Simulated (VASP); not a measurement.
# Hf3Si2O (P-3m1) in VASP: notebook

The runs below take Hf3Si2O through single point, relaxation of cell and atoms, with PBE.

Program: VASP 6.6.1. These are calculated values, not measurements. Logs are shortened: lines on timing, memory, paths and dates and some standing lists are left out, and cuts for length are marked.

## Step 1: The cell of the first run

The structure is trigonal, space group P-3m1 (No. 164). The conventional cell has a = 3.625 Å, b = 3.625 Å, c = 8.856 Å, α = 90.00°, β = 90.00°, γ = 120.00°. Hf (site symmetry 3m) has 3 O at 2.41 Å and 3 Si at 2.65 Å and 3 Hf at 3.18 Å within 3.2 Å. Hf (site symmetry -3m) has 6 Si at 2.64 Å and 6 Hf at 3.63 Å within 3.7 Å. Si (site symmetry 3m) has 7 Hf at 2.64 to 4.02 Å and 3 O at 3.51 Å and 9 Si at 3.63 to 3.84 Å within 4.1 Å. O (site symmetry -3m) has 6 Hf at 2.41 Å within 3.2 Å.

The cell was built from a structure type or drawn by symmetry, and may not be a known phase.

## Step 2: Single point, PBE

Contents of INCAR:

```
PREC = Accurate
ENCUT = 520
EDIFF = 1E-6
ISMEAR = 0
SIGMA = 0.1
LREAL = False
LASPH = True
NELM = 60
ALGO = Normal
ISIF = 2
LWAVE = False
LCHARG = False
GGA = PE
NBANDS = 31
```

Contents of KPOINTS:

```
regular mesh
0
Gamma
  12 12 4
```

Contents of POSCAR:

```
Hf3Si2O
1.0
    3.6250062174      0.0000000000      0.0000000000
   -1.8125031087      3.1393474732      0.0000000000
    0.0000000000      0.0000000000      8.8558832754
Hf Si O
3 2 1
Direct
    0.6666666667      0.3333333333      0.1351951334
    0.3333333333      0.6666666667      0.8648048666
    0.0000000000      0.0000000000      0.5000000000
    0.6666666667      0.3333333333      0.6814536003
    0.3333333333      0.6666666667      0.3185463997
    0.0000000000      0.0000000000      0.0000000000
```

Potentials or basis: VASP PAW PBE potentials, release 64 (Hf_pv, Si, O).

The run is started by

```console
$ cat potpaw_PBE.64/Hf_pv/POTCAR potpaw_PBE.64/Si/POTCAR potpaw_PBE.64/O/POTCAR > POTCAR
$ mpirun -np 1 vasp_std > vasp.out
```

OUTCAR:

```text
PREC = Accurate
   ENCUT = 520
   EDIFF = 1E-6
   ISMEAR = 0
   LREAL = False
   LASPH = True
   NELM = 60
   ISIF = 2
   GGA = PE

 ion  position               nearest neighbor table
   1  0.667  0.333  0.135-   6 2.41   6 2.41   6 2.41   5 2.65   5 2.65   5 2.65   2 3.18   2 3.18
                             2 3.18   3 3.85   3 3.85   3 3.85
   2  0.333  0.667  0.865-   6 2.41   6 2.41   6 2.41   4 2.65   4 2.65   4 2.65   1 3.18   1 3.18
                             1 3.18   3 3.85   3 3.85   3 3.85
   3  0.000  0.000  0.500-   4 2.64   5 2.64   4 2.64   5 2.64   4 2.64   5 2.64   1 3.85   2 3.85
                             2 3.85   1 3.85   1 3.85   2 3.85
   4  0.667  0.333  0.681-   3 2.64   3 2.64   3 2.64   2 2.65   2 2.65   2 2.65
   5  0.333  0.667  0.319-   3 2.64   3 2.64   3 2.64   1 2.65   1 2.65   1 2.65
   6  0.000  0.000  0.000-   1 2.41   2 2.41   1 2.41   2 2.41   1 2.41   2 2.41

  LATTYP: Found a hexagonal cell.
 ALAT       =     3.6250062174
 C/A-ratio  =     2.4429980928

  Lattice vectors:

 A1 = (   3.6250062174,   0.0000000000,   0.0000000000)
 A2 = (  -1.8125031087,   3.1393474732,   0.0000000000)
 A3 = (   0.0000000000,   0.0000000000,   8.8558832754)

Analysis of symmetry for initial positions (statically):
=====================================================================
 Subroutine PRICEL returns:
 Original cell was already a primitive cell.

 Routine SETGRP: Setting up the symmetry group for a
 hexagonal supercell.

 Subroutine GETGRP returns: Found 12 space group operations
 (whereof 12 operations were pure point group operations)
 out of a pool of 24 trial point group operations.

The static configuration has the point symmetry D_3d.

Analysis of symmetry for dynamics (positions and initial velocities):
=====================================================================
 Subroutine PRICEL returns:
 Original cell was already a primitive cell.

 Routine SETGRP: Setting up the symmetry group for a
 hexagonal supercell.

 Subroutine GETGRP returns: Found 12 space group operations
 (whereof 12 operations were pure point group operations)
 out of a pool of 24 trial point group operations.

The dynamic configuration has the point symmetry D_3d.

 Subroutine INISYM returns: Found 12 space group operations
 (whereof 12 operations are pure point group operations),
 and found     1 'primitive' translations

----------------------------------------------------------------------------------------

[... 105 lines left out ...]
   NFREE  =      0    steps in history (QN), initial steepest desc. (CG)
   ISIF   =      2    stress and relaxation
   ISYM   =      2    0-nonsym 1-usesym 2-fastsym
   POTIM  = 0.5000    time-step for ionic-motion
   TEBEG  =    0.0;   TEEND  =   0.0 temperature during run
   PSTRESS=    0.0 pullay stress
   NELECT =      44.0000    total number of electrons
   NUPDOWN=      -1.0000    fix difference up-down
   EMIN   =  10.00;   EMAX   =-10.00  energy-range for DOS
   EFERMI =   0.00;   METHOD = LEGACY
   ISMEAR =     0;   SIGMA  =   0.10  broadening in eV -4-tet -1-fermi 0-gaus
   EFERMI_NEDOS =   21; number of points for ismear=-14 and -15
   IALGO  =     38    algorithm
   IMIX   =      4    mixing-type and parameters
     AMIX     =   0.40;   BMIX     =  1.00
     AMIX_MAG =   1.60;   BMIX_MAG =  1.00
  volume/ion in A,a.u.               =      16.80       113.35
  Fermi-wavevector in a.u.,A,eV,Ry     =   1.241936  2.346918 20.985678  1.542404
  Thomas-Fermi vector in A             =   2.376312
   LORBIT       =      0    0 simple, 1 ext, 2 COOP (PROOUT), +10 PAW based schemes
   GGA     = PE    functional components
   LHFCALC =     F    Hartree Fock is set to
   AEXX    =    0.0000 exact exchange contribution
   IVDW    =     0    specifies the selected vdW correction
   LEPSILON=     F    determine dielectric tensor
   LRPA    =     F    only Hartree local field effects (RPA)
 non-spin polarized calculation
 Gauss-broadening in eV      SIGMA  =   0.10
  energy-cutoff  :      520.00
  volume of cell :      100.78
 maximum number of plane-waves:      2742
 NGX is ok and might be reduce to    28
   NGX = 13   NGY = 13   NGZ = 33

 number of electron      44.0000001 magnetization

 Free energy of the ion-electron system (eV)
  ---------------------------------------------------
  ext. energy  EPLUGINS =         0.00000000
  ---------------------------------------------------
  free energy    TOTEN  =       -51.40313641 eV

  energy without entropy =      -51.38955236  energy(sigma->0) =      -51.39634439

 E-fermi :   6.6294     XC(G=0): -11.3405

 val. band max:        6.6175667785   @ k =   0.1667   0.1667   0.2500
 cond. band min:       6.6438894503   @ k =   0.0000   0.0833   0.2500
 fundamental gap:      0.0263226718
 Fermi energy:         6.6294411462

 k-point     1 :       0.0000    0.0000    0.0000
  band No.  band energies     occupation
      1     -25.0417      2.00000
      2     -24.8133      2.00000
      3     -24.8133      2.00000
      4     -24.7360      2.00000
      5     -24.7360      2.00000
      6     -24.6820      2.00000
[... 805 lines left out ...]
     30       9.2989      0.00000
     31       9.5949      0.00000

 [... further k-points ...]

------------------------ aborting loop because EDIFF is reached ----------------------------------------

  FORCE on cell =-STRESS in cart. coord.  units (eV):
  Direction    XX          YY          ZZ          XY          YZ          ZX
  --------------------------------------------------------------------------------------
  -------------------------------------------------------------------------------------
  Total       -0.4260166     -0.4260166     -0.3441617     -0.0000000      0.0000000      0.0000000
  in kB       -6.7726263     -6.7726263     -5.4713323     -0.0000000      0.0000000      0.0000000
  external PRESSURE =      -6.3388616 kB  Pullay stress =       0.0000000 kB

 VOLUME and BASIS-vectors are now :
 -----------------------------------------------------------------------------
  energy-cutoff  :      520.00
  volume of cell :      100.78
      direct lattice vectors                 reciprocal lattice vectors
     3.625006217  0.000000000  0.000000000     0.275861596  0.159268767  0.000000000
    -1.812503109  3.139347473  0.000000000     0.000000000  0.318537533  0.000000000
     0.000000000  0.000000000  8.855883275     0.000000000  0.000000000  0.112919284

 POSITION                                       TOTAL-FORCE (eV/Angst)
 -----------------------------------------------------------------------------------
      1.81250      1.04645      1.19727         0.000000     -0.000000     -0.063471
     -0.00000      2.09290      7.65861        -0.000000     -0.000000      0.063471
      0.00000      0.00000      4.42794        -0.000000     -0.000000      0.000000
      1.81250      1.04645      6.03487        -0.000000     -0.000000      0.031530
     -0.00000      2.09290      2.82101        -0.000000      0.000000     -0.031530
      0.00000      0.00000      0.00000        -0.000000     -0.000000      0.000000
 -----------------------------------------------------------------------------------
    total drift:                                0.000000     -0.000000      0.000000

  FREE ENERGIE OF THE ION-ELECTRON SYSTEM (eV)
  ---------------------------------------------------
  free  energy   TOTEN  =       -51.4031364143 eV

  energy  without entropy=      -51.3895523587  energy(sigma->0) =      -51.39634439
```

OSZICAR:

```text
N       E                     dE             d eps       ncg     rms          rms(c)
DAV:   1     0.168041988223E+03    0.16804E+03   -0.22828E+04  4294   0.133E+03
DAV:   2    -0.454908839619E+02   -0.21353E+03   -0.20491E+03  5185   0.312E+02
DAV:   3    -0.563293272635E+02   -0.10838E+02   -0.10635E+02  5632   0.502E+01
DAV:   4    -0.564940381145E+02   -0.16471E+00   -0.16408E+00  5483   0.648E+00
DAV:   5    -0.564961366453E+02   -0.20985E-02   -0.20976E-02  5607   0.687E-01    0.718E+01
DAV:   6    -0.517804196975E+02    0.47157E+01   -0.21945E+01  5109   0.196E+01    0.460E+01
DAV:   7    -0.521559125371E+02   -0.37549E+00   -0.92850E+00  5481   0.131E+01    0.162E+01
DAV:   8    -0.515408075538E+02    0.61510E+00   -0.56961E+00  5702   0.768E+00    0.424E+00
DAV:   9    -0.514166817288E+02    0.12413E+00   -0.11249E+00  5442   0.374E+00    0.383E+00
DAV:  10    -0.514039719946E+02    0.12710E-01   -0.98952E-02  5564   0.147E+00    0.114E+00
DAV:  11    -0.514034712400E+02    0.50075E-03   -0.15801E-02  5593   0.604E-01    0.421E-01
DAV:  12    -0.514031654994E+02    0.30574E-03   -0.23451E-03  5594   0.239E-01    0.117E-01
DAV:  13    -0.514031395762E+02    0.25923E-04   -0.18659E-04  5261   0.719E-02    0.656E-02
DAV:  14    -0.514031390527E+02    0.52359E-06   -0.66518E-05  5328   0.357E-02    0.349E-02
DAV:  15    -0.514031364695E+02    0.25832E-05   -0.86256E-06  4984   0.155E-02    0.655E-03
DAV:  16    -0.514031364143E+02    0.55159E-07   -0.86297E-07  3456   0.473E-03
   1 F= -.51403136E+02 E0= -.51396344E+02  d E =-.135841E-01
```

stdout:

```text
POSCAR found type information on POSCAR HfSiO
 POSCAR found :  3 types and       6 ions
 scaLAPACK will be used
 LDA part: xc-table for (Slater+PW92), standard interpolation
 POSCAR, INCAR and KPOINTS ok, starting setup
 FFT: planning ... GRIDC
 FFT: planning ... GRID_SOFT
 FFT: planning ... GRID
 WAVECAR not read
 entering main loop
```

Wall time 1.8 min (1 thread of Intel Xeon 6975P-C (Granite Rapids), shared host); peak memory 0.34 GiB.

What came out:

```
Free energy            : -51.4031 eV
Pressure               : -0.6 GPa
Largest force          : 0.063 eV/Å
Band gap on the k mesh : zero (bands 22 and 23 overlap by 1.02 eV)
```

Forces on the atoms (eV/Å):
```
Hf   0.000  0.000 -0.063
Hf   0.000  0.000  0.063
Hf   0.000  0.000  0.000
Si   0.000  0.000  0.032
Si   0.000  0.000 -0.032
O    0.000  0.000  0.000
```

Stress tensor (GPa, compression positive):
```
-0.68  0.00  0.00
 0.00 -0.68  0.00
 0.00  0.00 -0.55
```

Levels at points of the mesh, in eV from the Fermi level:
| k point | band 18 | band 19 | band 20 | band 21 | band 22 | band 23 | band 24 | band 25 | band 26 | band 27 |
| --- | --- | --- | --- | --- | --- | --- | --- | --- | --- | --- |
| (0.00, 0.00, 0.00) | -1.38 | -1.14 | -0.42 | -0.30 | -0.30 | 0.77 | 0.77 | 0.78 | 1.13 | 1.13 |
| (0.50, 0.00, 0.00) | -3.06 | -2.41 | -1.65 | -1.62 | -0.52 | 0.61 | 1.57 | 2.17 | 2.28 | 2.48 |
| (0.00, 0.00, 0.50) | -1.16 | -1.16 | -0.43 | -0.43 | -0.32 | 0.26 | 0.26 | 0.74 | 0.98 | 0.98 |
| (0.50, 0.00, 0.50) | -2.87 | -2.77 | -1.61 | -0.86 | -0.65 | -0.56 | 1.61 | 1.96 | 2.96 | 2.98 |

Caveat: spin-orbit coupling is left out, which moves the levels of the heavy elements.

## Step 3: Relaxation of cell and atoms, PBE

Contents of INCAR:

```
ALGO = Normal
EDIFF = 1E-6
EDIFFG = -0.01
ENCUT = 600
GGA = PE
IBRION = 2
ISIF = 3
ISMEAR = 0
LASPH = True
LCHARG = False
LREAL = False
LWAVE = False
NELM = 100
NSW = 100
PREC = Accurate
SIGMA = 0.1
```

Contents of KPOINTS:

```
k-points
0
Gamma
  12 12 4
```

Contents of POSCAR:

```
Hf3Si2O
1.0
    3.6174237291      0.0000000000      0.0000000000
   -1.8087118646      3.1327808457      0.0000000000
    0.0000000000      0.0000000000      8.8794672525
Hf Si O
3 2 1
Direct
    0.6666666667      0.3333333333      0.1353369172
    0.3333333333      0.6666666667      0.8646630828
    0.0000000000      0.0000000000      0.5000000000
    0.6666666667      0.3333333333      0.6818684908
    0.3333333333      0.6666666667      0.3181315092
    0.0000000000      0.0000000000      0.0000000000
```

Potentials or basis: VASP PAW PBE potentials, release 64 (Hf_pv, Si, O).

The run is started by

```console
$ cat potpaw_PBE.64/Hf_pv/POTCAR potpaw_PBE.64/Si/POTCAR potpaw_PBE.64/O/POTCAR > POTCAR
$ mpirun -np 1 vasp_std > vasp.out
```

Run time: 7.1 min. Hardware: 1 thread of Intel Xeon 6975P-C (Granite Rapids), shared host; peak memory 0.39 GiB.

It converged, with:

- Free energy: -51.4079 eV
- Relaxed volume: 16.71 Å³/atom
- Relaxed cell: a = 3.615 Å, b = 3.615 Å, c = 8.859 Å, α = 90.00°, β = 90.00°, γ = 120.00°
- Space group after relaxing (to 0.1 Å): P-3m1 (No. 164)
- Energy gained by relaxing: 0.3 meV/atom
- Ionic steps: 8
- Pressure after relaxing: 0.0 GPa
- Band gap on the k mesh: zero (bands 22 and 23 overlap by 0.99 eV)

Forces on the atoms (eV/Å):
```
Hf   0.000  0.000  0.000
Hf   0.000  0.000  0.000
Hf   0.000  0.000  0.000
Si   0.000  0.000  0.003
Si   0.000  0.000 -0.003
O    0.000  0.000  0.000
```

Step by step:
| step | energy change (eV) | largest force (eV/Å) | pressure (GPa) | volume (Å³) |
| --- | --- | --- | --- | --- |
| 1 | 0.0000 | 0.1078 | -0.46 | 100.63 |
| 2 | -0.0010 | 0.0603 | 0.46 | 99.93 |
| 3 | -0.0012 | 0.0745 | 0.20 | 100.13 |
| 4 | -0.0017 | 0.0280 | 0.03 | 100.23 |
| 5 | -0.0017 | 0.0361 | 0.03 | 100.25 |
| 6 | -0.0017 | 0.0368 | 0.00 | 100.26 |
| 7 | -0.0018 | 0.0142 | -0.02 | 100.27 |
| 8 | -0.0018 | 0.0026 | -0.04 | 100.28 |

Final structure:
```yaml
crystal:
  lattice:
    - [3.61535, 0.00000, 0.00000]
    - [-1.80767, 3.13098, 0.00000]
    - [0.00000, 0.00000, 8.85888]
  atoms:
    - { symbol: Hf, position: [0.66667, 0.33333, 0.13406] }
    - { symbol: Hf, position: [0.33333, 0.66667, 0.86594] }
    - { symbol: Hf, position: [0.00000, 0.00000, 0.50000] }
    - { symbol: Si, position: [0.66667, 0.33333, 0.68203] }
    - { symbol: Si, position: [0.33333, 0.66667, 0.31797] }
    - { symbol: O, position: [0.00000, 0.00000, 0.00000] }
```

Levels at points of the mesh, in eV from the Fermi level:
| k point | band 20 | band 21 | band 22 | band 23 | band 24 | band 25 |
| --- | --- | --- | --- | --- | --- | --- |
| (0.00, 0.00, 0.00) | -0.44 | -0.32 | -0.32 | 0.82 | 0.82 | 0.83 |
| (0.50, 0.00, 0.00) | -1.63 | -1.62 | -0.50 | 0.59 | 1.58 | 2.18 |
| (0.00, 0.00, 0.50) | -0.42 | -0.42 | -0.34 | 0.27 | 0.27 | 0.79 |
| (0.50, 0.00, 0.50) | -1.59 | -0.86 | -0.67 | -0.53 | 1.61 | 1.95 |

Caveat: spin-orbit coupling is left out, which moves the levels of the heavy elements.
